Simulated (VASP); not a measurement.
# C6N in VASP: further runs

The runs below take C6N through single point, with PBE+D3(BJ).

Everything below comes from runs of VASP 6.6.1. Logs are shortened: lines on timing, memory, paths and dates and some standing lists are left out, and cuts for length are marked.

### 1 The cell of the first run

The cell holds a slab with vacuum, 14 atoms: a = 4.929 Å, b = 3.612 Å, c = 23.498 Å, α = 90.00°, β = 90.00°, γ = 80.17°.

### 2 Single point, PBE+D3(BJ)

The input, INCAR:

```
SYSTEM = C6N
ALGO = Normal
DIPOL = 0.5 0.5 0.307
EDIFF = 1E-7
ENCUT = 520
GGA = PE
IDIPOL = 3
ISIF = 2
ISMEAR = 0
IVDW = 12
LASPH = .TRUE.
LCHARG = .FALSE.
LDIPOL = .TRUE.
LREAL = .FALSE.
LWAVE = .FALSE.
NBANDS = 42
NELM = 80
PREC = Accurate
SIGMA = 0.05
```

The input, KPOINTS:

```
k-points
0
G
  6 8 1
  0 0 0
```

The input, POSCAR:

```
C6N
1.0
    4.9292228550      0.0000000000      0.0000000000
    0.6166369006      3.5586578719      0.0000000000
    0.0000000000      0.0000000000     23.4976437319
C N
12 2
Direct
    0.3564276906      0.1499632937      0.1702298343
    0.8564276906      0.1499632937      0.1702298343
    0.0989390322      0.2099625304      0.1991270674
    0.5989390322      0.2099625304      0.1991270674
    0.0841110521      0.3299262058      0.2569047739
    0.5841110521      0.3299262058      0.2569047739
    0.3266667370      0.3895095889      0.2850339125
    0.8266667370      0.3895095889      0.2850339125
    0.3105178150      0.5194460093      0.3452144215
    0.8105178150      0.5194460093      0.3452144215
    0.0532190619      0.5779315754      0.3701496129
    0.5532190619      0.5779315754      0.3701496129
    0.3032190619      0.8279315754      0.5020777345
    0.3032190619      0.8279315754      0.5488909390
```

Potentials or basis: VASP PAW PBE potentials, release 64 (C, N).

Command:

```bash
> cat potpaw_PBE.64/C/POTCAR potpaw_PBE.64/N/POTCAR > POTCAR
> mpirun -np 1 vasp_std > vasp.out
```

OUTCAR:

```text
SYSTEM = C6N
   EDIFF = 1E-7
   ENCUT = 520
   GGA = PE
   ISIF = 2
   ISMEAR = 0
   IVDW = 12
   LASPH = .TRUE.
   LREAL = .FALSE.
   NELM = 80
   PREC = Accurate
 IVDW          = 12

 ion  position               nearest neighbor table
   1  0.356  0.150  0.170-   3 1.42   4 1.42
   2  0.856  0.150  0.170-   4 1.42   3 1.42
   3  0.099  0.210  0.199-   1 1.42   2 1.42   5 1.42
   4  0.599  0.210  0.199-   2 1.42   1 1.42   6 1.42
   5  0.084  0.330  0.257-   8 1.41   7 1.41   3 1.42
   6  0.584  0.330  0.257-   7 1.41   8 1.41   4 1.42
   7  0.327  0.390  0.285-   6 1.41   5 1.41   9 1.49
   8  0.827  0.390  0.285-   5 1.41   6 1.41  10 1.49
   9  0.311  0.519  0.345-  11 1.38  12 1.38   7 1.49
  10  0.811  0.519  0.345-  12 1.38  11 1.38   8 1.49
  11  0.053  0.578  0.370-   9 1.38  10 1.38
  12  0.553  0.578  0.370-  10 1.38   9 1.38
  13  0.303  0.828  0.502-  14 1.10
  14  0.303  0.828  0.549-  13 1.10

  LATTYP: Found a simple monoclinic cell.
 ALAT       =     3.6116875441
 B/A-ratio  =     6.5060012653
 C/A-ratio  =     1.3647977005
 COS(beta)  =    -0.1707337340

  Lattice vectors:

 A1 = (   0.6166369006,   3.5586578719,   0.0000000000)
 A2 = (   0.0000000000,   0.0000000000, -23.4976437319)
 A3 = (  -4.9292228550,   0.0000000000,   0.0000000000)

Analysis of symmetry for initial positions (statically):
=====================================================================
 Subroutine PRICEL returns:
 Original cell was already a primitive cell.

 Routine SETGRP: Setting up the symmetry group for a
 simple monoclinic supercell.

 Subroutine GETGRP returns: Found  1 space group operations
 (whereof  1 operations were pure point group operations)
 out of a pool of  4 trial point group operations.

The static configuration has the point symmetry C_1 .

Analysis of symmetry for dynamics (positions and initial velocities):
=====================================================================
 Subroutine PRICEL returns:
 Original cell was already a primitive cell.

 Routine SETGRP: Setting up the symmetry group for a
 simple monoclinic supercell.

 Subroutine GETGRP returns: Found  1 space group operations
[... 144 lines left out ...]
   IALGO  =     38    algorithm
   IMIX   =      4    mixing-type and parameters
     AMIX     =   0.40;   BMIX     =  1.00
     AMIX_MAG =   1.60;   BMIX_MAG =  1.00
  volume/ion in A,a.u.               =      29.44       198.68
  Fermi-wavevector in a.u.,A,eV,Ry     =   0.851506  1.609113  9.865079  0.725063
  Thomas-Fermi vector in A             =   1.967650
   LORBIT       =      0    0 simple, 1 ext, 2 COOP (PROOUT), +10 PAW based schemes
   GGA     = PE    functional components
   LHFCALC =     F    Hartree Fock is set to
   AEXX    =    0.0000 exact exchange contribution
   IVDW    =    12    specifies the selected vdW correction
   LEPSILON=     F    determine dielectric tensor
   LRPA    =     F    only Hartree local field effects (RPA)
 non-spin polarized calculation
 Gauss-broadening in eV      SIGMA  =   0.05
  energy-cutoff  :      520.00
  volume of cell :      412.18
 maximum number of plane-waves:     11143
 NGX is ok and might be reduce to    40
   NGX = 19   NGY = 13   NGZ = 87

 dipolmoment           0.000000      0.000000      0.016262 electrons x Angstroem

 number of electron      58.0000004 magnetization

 dipolmoment           0.000000      0.000000     -0.057684 electrons x Angstroem

 Free energy of the ion-electron system (eV)
  ---------------------------------------------------
  ext. energy  EPLUGINS =         0.00000000
  ---------------------------------------------------
  free energy    TOTEN  =      -114.36627225 eV

  energy without entropy =     -114.35000735  energy(sigma->0) =     -114.35813980

 E-fermi :  -3.3413     XC(G=0):  -4.1504

 val. band max:       -3.3513942586   @ k =  -0.3333   0.1250   0.0000
 cond. band min:      -3.3272096091   @ k =  -0.3333   0.3750   0.0000
 fundamental gap:      0.0241846495
 Fermi energy:        -3.3413483903

 k-point     1 :       0.0000    0.0000    0.0000
  band No.  band energies     occupation
      1     -25.7784      2.00000
      2     -22.1444      2.00000
      3     -20.4026      2.00000
      4     -18.0109      2.00000
      5     -17.9185      2.00000
      6     -17.8665      2.00000
[... 1045 lines left out ...]
     40       5.1827      0.00000
     41       5.2093      0.00000

 [... further k-points ...]

 [bands above 41 left out]

------------------------ aborting loop because EDIFF is reached ----------------------------------------

 vacuum level on the upper side and lower side of the slab       (xc-potential included)        -0.409         0.172

 Edisp (eV)   -1.47889

 E8    (eV) :    -0.4330

  FORCE on cell =-STRESS in cart. coord.  units (eV):
  Direction    XX          YY          ZZ          XY          YZ          ZX
  --------------------------------------------------------------------------------------
  -------------------------------------------------------------------------------------
  Total      -0.30266    -0.20281     4.04432     0.05907     0.74118    -0.04048
  in kB      -1.17647    -0.78832    15.72052     0.22959     2.88100    -0.15736
  external pressure =        4.59 kB  Pullay stress =        0.00 kB

 VOLUME and BASIS-vectors are now :
 -----------------------------------------------------------------------------
  energy-cutoff  :      520.00
  volume of cell :      412.18
      direct lattice vectors                 reciprocal lattice vectors
     4.929222855  0.000000000  0.000000000     0.202871736 -0.035153196  0.000000000
     0.616636901  3.558657872  0.000000000     0.000000000  0.281004816  0.000000000
     0.000000000  0.000000000 23.497643732     0.000000000  0.000000000  0.042557459

 POSITION                                       TOTAL-FORCE (eV/Angst)
 -----------------------------------------------------------------------------------
      1.84938      0.53367      4.00000         0.010995      0.463502      1.674185
      4.31400      0.53367      4.00000         0.013627      0.454796      1.658775
      0.61716      0.74718      4.67902        -0.018293     -0.940228     -3.171245
      3.08177      0.74718      4.67902         0.000912     -0.939442     -3.173637
      0.61805      1.17409      6.03666        -0.034507      0.465689      1.445784
      3.08266      1.17409      6.03666         0.027948      0.464789      1.443421
      1.85040      1.38613      6.69763         0.003363      0.009633      0.050438
      4.31501      1.38613      6.69763        -0.005558     -0.006378      0.001366
      1.85092      1.84853      8.11173        -0.000947      0.067721      0.171047
      4.31553      1.84853      8.11173        -0.003599     -0.038291     -0.141120
      0.61870      2.05666      8.69764        -0.116957      0.005467      0.071194
      3.08331      2.05666      8.69764         0.130468     -0.012010      0.020037
      2.00517      2.94633     11.79764        -0.010965      0.012821     -2.174444
      2.00517      2.94633     12.89764         0.003515     -0.008070      2.124199
 -----------------------------------------------------------------------------------
    total drift:                                0.000135     -0.000230     -0.000796

  FREE ENERGIE OF THE ION-ELECTRON SYSTEM (eV)
  ---------------------------------------------------
  free  energy   TOTEN  =      -115.8451636008 eV

  energy  without entropy=     -115.8288987057  energy(sigma->0) =     -115.83703115

 vacuum level on the upper side and lower side of the slab         2.815         3.418
```

OSZICAR:

```text
N       E                     dE             d eps       ncg     rms          rms(c)
DAV:   1     0.447057453554E+03    0.44706E+03   -0.23872E+04  2224   0.110E+03
DAV:   2    -0.540715007538E+02   -0.50113E+03   -0.48656E+03  3156   0.262E+02
DAV:   3    -0.119550697712E+03   -0.65479E+02   -0.64762E+02  2608   0.992E+01
[... 18 lines left out ...]
DAV:  22    -0.114366255628E+03   -0.21633E-04   -0.43815E-06  2392   0.351E-03    0.105E-03
DAV:  23    -0.114366267475E+03   -0.11846E-04   -0.48098E-07  2410   0.193E-03    0.832E-04
DAV:  24    -0.114366271099E+03   -0.36242E-05   -0.12214E-07  2102   0.109E-03    0.385E-04
DAV:  25    -0.114366272245E+03   -0.11460E-05   -0.59806E-08  1834   0.728E-04    0.262E-04
DAV:  26    -0.114366272246E+03   -0.52523E-09   -0.20800E-08  1626   0.400E-04
   1 F= -.11584516E+03 E0= -.11583703E+03  d E =-.162649E-01
```

Run time: 9.4 min. Hardware: 1 thread of Intel Xeon Platinum 8488C (Sapphire Rapids), shared host; peak memory 0.67 GiB.

Results:

- Free energy: -115.8452 eV
- Largest force: 3.310 eV/Å
- Band gap on the k mesh: zero (bands 29 and 30 overlap by 0.07 eV)
- Dispersion energy per atom: -0.106 eV

Forces on the atoms (eV/Å):
```
C    0.011  0.464  1.674
C    0.014  0.455  1.659
C   -0.018 -0.940 -3.171
C    0.001 -0.939 -3.174
C   -0.035  0.466  1.446
C    0.028  0.465  1.443
C    0.003  0.010  0.050
C   -0.006 -0.006  0.001
C   -0.001  0.068  0.171
C   -0.004 -0.038 -0.141
C   -0.117  0.005  0.071
C    0.130 -0.012  0.020
N   -0.011  0.013 -2.174
N    0.004 -0.008  2.124
```

Caveat: the standard files for N, O and F lose accuracy on very short bonds.

### 3 Single point, PBE+D3(BJ)

The input, INCAR:

```
SYSTEM = C6N
ALGO     = Normal         ! electronic algorithm
DIPOL    = 0.5 0.5 0.307
EDIFF    = 1E-7           ! SCF threshold, eV
ENCUT    = 520            ! plane-wave cutoff, eV
GGA      = PE             ! functional
IDIPOL   = 3            
ISIF     = 2              ! what is computed and relaxed
ISMEAR   = 0              ! smearing method
IVDW     = 12             ! dispersion correction
LASPH    = .True.         ! aspherical terms in the spheres
LCHARG   = .False.        ! write CHGCAR
LDIPOL   = .True.       
LREAL    = .False.        ! projectors in reciprocal space
LWAVE    = .False.        ! write WAVECAR
NBANDS   = 42             ! bands
NELM     = 60             ! most SCF steps
PREC     = Accurate       ! precision mode
SIGMA    = 0.05           ! smearing width, eV
```

The input, KPOINTS:

```
k-points
0
Gamma
  6 8 1
  0 0 0
```

Edit POSCAR of step 2 so:

```diff
@@ -20,3 +20,3 @@
     0.5532190619      0.5779315754      0.3701496129
-    0.3032190619      0.8279315754      0.5020777345
-    0.3032190619      0.8279315754      0.5488909390
+    0.4282190619      0.5779315754      0.5020777345
+    0.4282190619      0.5779315754      0.5488909390
```

Potentials or basis: VASP PAW PBE potentials, release 64 (C, N).

Command:

```bash
> cat potpaw_PBE.64/C/POTCAR potpaw_PBE.64/N/POTCAR > POTCAR
> mpirun -np 1 vasp_std > vasp.out
```

OUTCAR:

```text
SYSTEM = C6N
   EDIFF = 1E-7
   ENCUT = 520
   GGA = PE
   ISIF = 2
   ISMEAR = 0
   IVDW = 12
   LASPH = .True.
   LREAL = .False.
   NELM = 60
   PREC = Accurate
 IVDW          = 12

 ion  position               nearest neighbor table
   1  0.356  0.150  0.170-   3 1.42   4 1.42
   2  0.856  0.150  0.170-   4 1.42   3 1.42
   3  0.099  0.210  0.199-   1 1.42   2 1.42   5 1.42
   4  0.599  0.210  0.199-   2 1.42   1 1.42   6 1.42
   5  0.084  0.330  0.257-   8 1.41   7 1.41   3 1.42
   6  0.584  0.330  0.257-   7 1.41   8 1.41   4 1.42
   7  0.327  0.390  0.285-   6 1.41   5 1.41   9 1.49
   8  0.827  0.390  0.285-   5 1.41   6 1.41  10 1.49
   9  0.311  0.519  0.345-  11 1.38  12 1.38   7 1.49
  10  0.811  0.519  0.345-  12 1.38  11 1.38   8 1.49
  11  0.053  0.578  0.370-   9 1.38  10 1.38
  12  0.553  0.578  0.370-  10 1.38   9 1.38
  13  0.428  0.578  0.502-  14 1.10
  14  0.428  0.578  0.549-  13 1.10

  LATTYP: Found a simple monoclinic cell.
 ALAT       =     3.6116875441
 B/A-ratio  =     6.5060012653
 C/A-ratio  =     1.3647977005
 COS(beta)  =    -0.1707337340

  Lattice vectors:

 A1 = (   0.6166369006,   3.5586578719,   0.0000000000)
 A2 = (   0.0000000000,   0.0000000000, -23.4976437319)
 A3 = (  -4.9292228550,   0.0000000000,   0.0000000000)

Analysis of symmetry for initial positions (statically):
=====================================================================
 Subroutine PRICEL returns:
 Original cell was already a primitive cell.

 Routine SETGRP: Setting up the symmetry group for a
 simple monoclinic supercell.

 Subroutine GETGRP returns: Found  1 space group operations
[... 177 lines left out ...]
 NGX is ok and might be reduce to    40
   NGX = 19   NGY = 13   NGZ = 87

 dipolmoment           0.000000      0.000000      0.282525 electrons x Angstroem

 number of electron      58.0000004 magnetization

 dipolmoment           0.000000      0.000000     -0.067681 electrons x Angstroem

 Free energy of the ion-electron system (eV)
  ---------------------------------------------------
  ext. energy  EPLUGINS =         0.00000000
  ---------------------------------------------------
  free energy    TOTEN  =      -114.35304980 eV

  energy without entropy =     -114.33688303  energy(sigma->0) =     -114.34496641

 E-fermi :  -3.3023     XC(G=0):  -4.1384

 val. band max:       -3.3137509744   @ k =   0.3333   0.0000   0.0000
 cond. band min:      -3.2891908007   @ k =   0.5000   0.5000   0.0000
 fundamental gap:      0.0245601737
 Fermi energy:        -3.3022833802

 k-point     1 :       0.0000    0.0000    0.0000
  band No.  band energies     occupation
      1     -25.8446      2.00000
      2     -22.1087      2.00000
      3     -20.3676      2.00000
      4     -17.9754      2.00000
      5     -17.8820      2.00000
      6     -17.8317      2.00000
[... 1045 lines left out ...]
     40       5.1876      0.00000
     41       5.2448      0.00000

 [... further k-points ...]

 [bands above 41 left out]

------------------------ aborting loop because EDIFF is reached ----------------------------------------

 vacuum level on the upper side and lower side of the slab       (xc-potential included)        -0.383         0.301

 Edisp (eV)   -1.47924

 E8    (eV) :    -0.4332

  FORCE on cell =-STRESS in cart. coord.  units (eV):
  Direction    XX          YY          ZZ          XY          YZ          ZX
  --------------------------------------------------------------------------------------
  -------------------------------------------------------------------------------------
  Total      -0.31294    -0.21077     4.19184     0.06230     0.73415    -0.10210
  in kB      -1.21641    -0.81926    16.29394     0.24216     2.85370    -0.39686
  external pressure =        4.75 kB  Pullay stress =        0.00 kB

 VOLUME and BASIS-vectors are now :
 -----------------------------------------------------------------------------
  energy-cutoff  :      520.00
  volume of cell :      412.18
      direct lattice vectors                 reciprocal lattice vectors
     4.929222855  0.000000000  0.000000000     0.202871736 -0.035153196  0.000000000
     0.616636901  3.558657872  0.000000000     0.000000000  0.281004816  0.000000000
     0.000000000  0.000000000 23.497643732     0.000000000  0.000000000  0.042557459

 POSITION                                       TOTAL-FORCE (eV/Angst)
 -----------------------------------------------------------------------------------
      1.84938      0.53367      4.00000         0.000215      0.461750      1.672407
      4.31400      0.53367      4.00000         0.024558      0.456462      1.655715
      0.61716      0.74718      4.67902        -0.015577     -0.936960     -3.162271
      3.08177      0.74718      4.67902        -0.002437     -0.942990     -3.174966
      0.61805      1.17409      6.03666        -0.031948      0.468635      1.451195
      3.08266      1.17409      6.03666         0.025260      0.461251      1.433022
      1.85040      1.38613      6.69763         0.021520      0.014618      0.050724
      4.31501      1.38613      6.69763        -0.022338     -0.005374      0.002520
      1.85092      1.84853      8.11173        -0.008405      0.050096      0.159241
      4.31553      1.84853      8.11173         0.004975     -0.042911     -0.131375
      0.61870      2.05666      8.69764        -0.101031      0.029955      0.166612
      3.08331      2.05666      8.69764         0.136251     -0.010931     -0.118215
      2.46716      2.05666     11.79764        -0.046105     -0.008950     -2.130838
      2.46716      2.05666     12.89764         0.015061      0.005348      2.126230
 -----------------------------------------------------------------------------------
    total drift:                                0.000133     -0.000194     -0.000674

  FREE ENERGIE OF THE ION-ELECTRON SYSTEM (eV)
  ---------------------------------------------------
  free  energy   TOTEN  =      -115.8322870162 eV

  energy  without entropy=     -115.8161202438  energy(sigma->0) =     -115.82420363

 vacuum level on the upper side and lower side of the slab         2.784         3.503
```

OSZICAR:

```text
N       E                     dE             d eps       ncg     rms          rms(c)
DAV:   1     0.448499554013E+03    0.44850E+03   -0.23860E+04  2224   0.110E+03
DAV:   2    -0.549712355913E+02   -0.50347E+03   -0.48894E+03  3238   0.262E+02
DAV:   3    -0.119632691787E+03   -0.64661E+02   -0.63994E+02  2586   0.986E+01
[... 18 lines left out ...]
DAV:  22    -0.114353030632E+03   -0.17472E-04   -0.21581E-06  2362   0.298E-03    0.223E-03
DAV:  23    -0.114353045131E+03   -0.14499E-04   -0.81941E-07  2352   0.236E-03    0.861E-04
DAV:  24    -0.114353048877E+03   -0.37455E-05   -0.19071E-07  2226   0.138E-03    0.854E-04
DAV:  25    -0.114353049750E+03   -0.87347E-06   -0.10004E-07  1794   0.874E-04    0.340E-04
DAV:  26    -0.114353049801E+03   -0.50875E-07   -0.54100E-08  1610   0.542E-04
   1 F= -.11583229E+03 E0= -.11582420E+03  d E =-.161668E-01
```

Run time: 25 min. Hardware: 1 thread of Oxide Virtual Turin-like, shared host; peak memory 0.64 GiB.

Results:

| Item | Value |
| --- | --- |
| Free energy | -115.8323 eV |
| Largest force | 3.312 eV/Å |
| Band gap on the k mesh | zero (bands 29 and 30 overlap by 0.08 eV) |
| Dispersion energy per atom | -0.106 eV |

Forces in eV/Å, atoms in the order of the input:
```
C    0.000  0.462  1.672
C    0.025  0.456  1.656
C   -0.016 -0.937 -3.162
C   -0.002 -0.943 -3.175
C   -0.032  0.469  1.451
C    0.025  0.461  1.433
C    0.022  0.015  0.051
C   -0.022 -0.005  0.003
C   -0.008  0.050  0.159
C    0.005 -0.043 -0.131
C   -0.101  0.030  0.167
C    0.136 -0.011 -0.118
N   -0.046 -0.009 -2.131
N    0.015  0.005  2.126
```

Caveat: the standard files for N, O and F lose accuracy on very short bonds.

[end of part 1 of 2]

The gap in the log of VASP goes by the Fermi energy; the results here count the filled bands.